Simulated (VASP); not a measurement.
# C in VASP: single point with PBEsol

Aim: the single point of C with PBEsol.

Everything below comes from runs of VASP 6.6.1. Logs are shortened: lines on timing, memory, paths and dates and some standing lists are left out, and cuts for length are marked.

### 1 The cell of the first run

The cell holds a slab with vacuum, 2 atoms: a = 2.456 Å, b = 2.456 Å, c = 8.524 Å, α = 90.00°, β = 90.00°, γ = 120.00°.

### 2 Single point, PBEsol

Contents of INCAR:

```
PREC     = Accurate       # precision mode
ENCUT    = 520            # plane-wave cutoff, eV
EDIFF    = 1E-7           # SCF threshold, eV
ISMEAR   = -1             # smearing method
SIGMA    = 0.1            # smearing width, eV
LREAL    = False          # projectors in reciprocal space
LASPH    = True           # aspherical terms in the spheres
NELM     = 80             # most SCF steps
ALGO     = Normal         # electronic algorithm
ISIF     = 2              # what is computed and relaxed
LWAVE    = False          # write WAVECAR
LCHARG   = False          # write CHGCAR
GGA      = PS             # functional
NBANDS   = 11             # bands
```

Contents of KPOINTS:

```
regular mesh
0
Gamma
  15 15 4
```

Contents of POSCAR:

```
C
1.0
    2.4561701600      0.0000000000      0.0000000000
   -1.2280850800      2.1271057600      0.0000000000
    0.0000000000      0.0000000000      8.5238033600
C
2
Direct
    0.3333333333      0.6666666667      0.0000000000
    0.6666666667      0.3333333333      0.0000000000
```

Potentials or basis: VASP PAW PBE potentials, release 64 (C).

Launch:

```console
$ cat potpaw_PBE.64/C/POTCAR > POTCAR
$ mpirun -np 1 vasp_std > vasp.out
```

OUTCAR:

```text
PREC = Accurate
   ENCUT = 520
   EDIFF = 1E-7
   ISMEAR = -1
   LREAL = False
   LASPH = True
   NELM = 80
   ISIF = 2
   GGA = PS

 ion  position               nearest neighbor table
   1  0.333  0.667  0.000-   2 1.42   2 1.42   2 1.42
   2  0.667  0.333  0.000-   1 1.42   1 1.42   1 1.42

  LATTYP: Found a hexagonal cell.
 ALAT       =     2.4561701600
 C/A-ratio  =     3.4703635354

  Lattice vectors:

 A1 = (   2.4561701600,   0.0000000000,   0.0000000000)
 A2 = (  -1.2280850800,   2.1271057600,   0.0000000000)
 A3 = (   0.0000000000,   0.0000000000,   8.5238033600)

Analysis of symmetry for initial positions (statically):
=====================================================================
 Subroutine PRICEL returns:
 Original cell was already a primitive cell.

 Routine SETGRP: Setting up the symmetry group for a
 hexagonal supercell.

 Subroutine GETGRP returns: Found 24 space group operations
 (whereof 24 operations were pure point group operations)
 out of a pool of 24 trial point group operations.

The static configuration has the point symmetry D_6h.

Analysis of symmetry for dynamics (positions and initial velocities):
=====================================================================
 Subroutine PRICEL returns:
 Original cell was already a primitive cell.

 Routine SETGRP: Setting up the symmetry group for a
 hexagonal supercell.

 Subroutine GETGRP returns: Found 24 space group operations
 (whereof 24 operations were pure point group operations)
 out of a pool of 24 trial point group operations.

The dynamic configuration has the point symmetry D_6h.

 Subroutine INISYM returns: Found 24 space group operations
 (whereof 24 operations are pure point group operations),
 and found     1 'primitive' translations

----------------------------------------------------------------------------------------

                                     Primitive cell

  volume of cell :      44.5329

  direct lattice vectors                    reciprocal lattice vectors
     2.456170160  0.000000000  0.000000000     0.407137916  0.235061185  0.000000000
    -1.228085080  2.127105760  0.000000000     0.000000000  0.470122369  0.000000000
     0.000000000  0.000000000  8.523803360     0.000000000  0.000000000  0.117318521

  length of vectors
     2.456170160  2.456170165  8.523803360     0.470122370  0.470122369  0.117318521

  position of ions in fractional coordinates (direct lattice)
     0.333333333  0.666666667  0.000000000
     0.666666667  0.333333333  0.000000000

  ion indices of the primitive-cell ions
   primitive index   ion index
                 1           1
                 2           2

----------------------------------------------------------------------------------------

 KPOINTS: regular mesh

Automatic generation of k-mesh.
 Grid dimensions read from file:
 generate k-points for:   15   15    4

 Generating k-lattice:

  Cartesian coordinates                     Fractional coordinates (reciprocal lattice)
     0.027142528  0.015670746  0.000000000     0.066666667  0.000000000  0.000000000
     0.000000000  0.031341491  0.000000000     0.000000000  0.066666667  0.000000000
     0.000000000  0.000000000  0.029329630     0.000000000  0.000000000  0.250000000

  Length of vectors
     0.031341491  0.031341491  0.029329630

  Shift w.r.t. Gamma in fractional coordinates (k-lattice)
     0.000000000  0.000000000  0.000000000

 Subroutine IBZKPT returns following result:
 ===========================================

 Found     81 irreducible k-points:

 Following reciprocal coordinates:
            Coordinates               Weight
  0.000000  0.000000  0.000000      1.000000
  0.066667  0.000000  0.000000      6.000000
  0.133333  0.000000  0.000000      6.000000
  0.200000 -0.000000  0.000000      6.000000
  0.266667  0.000000  0.000000      6.000000
  0.333333 -0.000000  0.000000      6.000000
[... 16 lines left out ...]
  0.333333  0.200000  0.000000     12.000000
  0.400000  0.200000  0.000000      6.000000
 [... further k-points ...]
   k-points           NKPTS =     81   k-points in BZ     NKDIM =     81   number of bands    NBANDS=     11
   number of dos      NEDOS =    301   number of ions     NIONS =      2
   total plane-waves  NPLWV =  20736
   dimension x,y,z NGX =    18 NGY =   18 NGZ =   64
   dimension x,y,z NGXF=    36 NGYF=   36 NGZF=  128
   ions per type =               2
   NGX,Y,Z   is equivalent  to a cutoff of  12.18, 12.18, 12.48 a.u.
   NGXF,Y,Z  is equivalent  to a cutoff of  24.37, 24.37, 24.96 a.u.
 SYSTEM =  unknown system
   PREC   = accura    normal or accurate (medium, high low for compatibility)
   ISTART =      0    job   : 0-new  1-cont  2-samecut
   ICHARG =      2    charge: 1-file 2-atom 10-const
   ISPIN  =      1    spin polarized calculation?
   LNONCOLLINEAR =      F non collinear calculations
   LSORBIT =      F    spin-orbit coupling
   LASPH  =      T    aspherical Exc in radial PAW
   ENCUT  =  520.0 eV  38.22 Ry    6.18 a.u.   4.57  4.57 15.85*2*pi/ulx,y,z
   NELM   =     80;   NELMIN=  2; NELMDL= -5     # of ELM steps
   EDIFF  = 0.1E-06   stopping-criterion for ELM
   LREAL  =      F    real-space projection
   EDIFFG = 0.1E-05   stopping-criterion for IOM
   NSW    =      0    number of steps for IOM
   IBRION =     -1    ionic relax: 0-MD 1-quasi-New 2-CG
   NFREE  =      0    steps in history (QN), initial steepest desc. (CG)
   ISIF   =      2    stress and relaxation
   ISYM   =      2    0-nonsym 1-usesym 2-fastsym
   POTIM  = 0.5000    time-step for ionic-motion
   TEBEG  =    0.0;   TEEND  =   0.0 temperature during run
   PSTRESS=    0.0 pullay stress
   NELECT =       8.0000    total number of electrons
   NUPDOWN=      -1.0000    fix difference up-down
   EMIN   =  10.00;   EMAX   =-10.00  energy-range for DOS
   EFERMI =   0.00;   METHOD = LEGACY
   ISMEAR =    -1;   SIGMA  =   0.10  broadening in eV -4-tet -1-fermi 0-gaus
   EFERMI_NEDOS =   21; number of points for ismear=-14 and -15
   IALGO  =     38    algorithm
   IMIX   =      4    mixing-type and parameters
     AMIX     =   0.40;   BMIX     =  1.00
     AMIX_MAG =   1.60;   BMIX_MAG =  1.00
  volume/ion in A,a.u.               =      22.27       150.26
  Fermi-wavevector in a.u.,A,eV,Ry     =   0.923729  1.745594 11.609511  0.853275
  Thomas-Fermi vector in A             =   2.049397
   LORBIT       =      0    0 simple, 1 ext, 2 COOP (PROOUT), +10 PAW based schemes
   GGA     = PS    functional components
   LHFCALC =     F    Hartree Fock is set to
   AEXX    =    0.0000 exact exchange contribution
   IVDW    =     0    specifies the selected vdW correction
   LEPSILON=     F    determine dielectric tensor
   LRPA    =     F    only Hartree local field effects (RPA)
 non-spin polarized calculation
  energy-cutoff  :      520.00
  volume of cell :       44.53
 maximum number of plane-waves:      1220
   NGX =  9   NGY =  9   NGZ = 31

 number of electron       7.9999997 magnetization

 Free energy of the ion-electron system (eV)
  ---------------------------------------------------
  ext. energy  EPLUGINS =         0.00000000
  ---------------------------------------------------
  free energy    TOTEN  =       -19.28192654 eV

  energy without entropy =      -19.27945638  energy(sigma->0) =      -19.28069146

 E-fermi :  -0.7446     XC(G=0):  -4.9802

 val. band max:       -0.7446246988   @ k =   0.3333   0.3333   0.5000
 cond. band min:      -0.7445862299   @ k =   0.3333   0.3333   0.2500
 fundamental gap:      0.0000384689
 Fermi energy:        -0.7446033073

 k-point     1 :       0.0000    0.0000    0.0000
  band No.  band energies     occupation
      1     -20.3249      2.00000
      2      -8.4741      2.00000
      3      -3.7461      2.00000
      4      -3.7461      2.00000
      5       2.3557      0.00000
      6       4.7255      0.00000
      7       6.2775      0.00000
      8       7.6164      0.00000
      9       7.6164      0.00000
     10      10.8496      0.00000
     11      12.1293      0.00000

 k-point     2 :       0.0667    0.0000    0.0000
  band No.  band energies     occupation
      1     -20.2191      2.00000
      2      -8.3471      2.00000
      3      -4.1721      2.00000
      4      -3.9729      2.00000
      5       2.4996      0.00000
      6       4.8663      0.00000
      7       6.4125      0.00000
      8       7.6725      0.00000
      9       8.0746      0.00000
     10      10.4783      0.00000
     11      12.3130      0.00000

 k-point     3 :       0.1333    0.0000    0.0000
  band No.  band energies     occupation
      1     -19.9023      2.00000
      2      -7.9682      2.00000
      3      -5.3053      2.00000
      4      -4.5468      2.00000
      5       2.9314      0.00000
      6       5.2869      0.00000
      7       6.8139      0.00000
      8       7.7164      0.00000
      9       9.3347      0.00000
     10       9.4462      0.00000
     11      12.9050      0.00000

 k-point     4 :       0.2000   -0.0000    0.0000
  band No.  band energies     occupation
      1     -19.3768      2.00000
      2      -7.3442      2.00000
      3      -6.8614      2.00000
      4      -5.2628      2.00000
      5       3.6507      0.00000
      6       5.9767      0.00000
      7       7.3501      0.00000
      8       7.7483      0.00000
      9       7.9431      0.00000
     10      11.1642      0.00000
     11      13.8565      0.00000
[... 239 lines left out ...]
 k-point    22 :       0.2667    0.2000    0.0000
  band No.  band energies     occupation
      1     -16.5119      2.00000
      2     -10.9531      2.00000
      3      -9.0828      2.00000
      4      -4.0795      2.00000
      5       2.7175      0.00000
      6       7.6543      0.00000
      7       9.5108      0.00000
      8      10.3493      0.00000
      9      11.4451      0.00000
     10      12.5225      0.00000
     11      13.1862      0.00000

 k-point    23 :       0.3333    0.2000    0.0000
  band No.  band energies     occupation
      1     -15.3527      2.00000
      2     -12.4008      2.00000
      3      -9.5064      2.00000
      4      -2.9249      2.00000
      5       1.3067      0.00000
      6       9.3294      0.00000
      7      10.2503      0.00000
      8      10.3961      0.00000
      9      12.7895      0.00000
     10      13.0817      0.00000
     11      13.0929      0.00000

 k-point    24 :       0.4000    0.2000    0.0000
  band No.  band energies     occupation
      1     -14.3875      2.00000
      2     -13.4784      2.00000
      3      -9.6380      2.00000
      4      -2.2630      2.00000
      5       0.5545      0.00000
      6      10.1795      0.00000
      7      10.6377      0.00000
      8      11.1261      0.00000
      9      11.3146      0.00000
     10      13.6392      0.00000
     11      14.4189      0.00000

 [... further k-points ...]
[... 5 lines left out ...]
  --------------------------------------------------------------------------------------
  -------------------------------------------------------------------------------------
  Total        0.2675929      0.2675929     -0.0102174      0.0000000      0.0000000      0.0000000
  in kB        9.6272932      9.6272933     -0.3675952      0.0000000      0.0000000      0.0000000
  external PRESSURE =       6.2956638 kB  Pullay stress =       0.0000000 kB

 VOLUME and BASIS-vectors are now :
 -----------------------------------------------------------------------------
  energy-cutoff  :      520.00
  volume of cell :       44.53
      direct lattice vectors                 reciprocal lattice vectors
     2.456170160  0.000000000  0.000000000     0.407137916  0.235061185  0.000000000
    -1.228085080  2.127105760  0.000000000     0.000000000  0.470122369  0.000000000
     0.000000000  0.000000000  8.523803360     0.000000000  0.000000000  0.117318521

 POSITION                                       TOTAL-FORCE (eV/Angst)
 -----------------------------------------------------------------------------------
     -0.00000      1.41807      0.00000         0.000000     -0.000000     -0.000000
      1.22809      0.70904      0.00000        -0.000000      0.000000      0.000000
 -----------------------------------------------------------------------------------
    total drift:                                0.000000     -0.000000      0.000000

  FREE ENERGIE OF THE ION-ELECTRON SYSTEM (eV)
  ---------------------------------------------------
  free  energy   TOTEN  =       -19.2819265351 eV

  energy  without entropy=      -19.2794563817  energy(sigma->0) =      -19.28069146
```

Wall time 18 s (1 thread of Intel Xeon 6975P-C, shared host); peak memory 0.16 GiB.

Results:

| Property | Result |
| --- | --- |
| Free energy | -19.2819 eV |
| Band gap on the k mesh | zero (filled and empty bands touch) |

Caveat: the PAW data sets were made with another functional, which shifts forces and pressure a little.
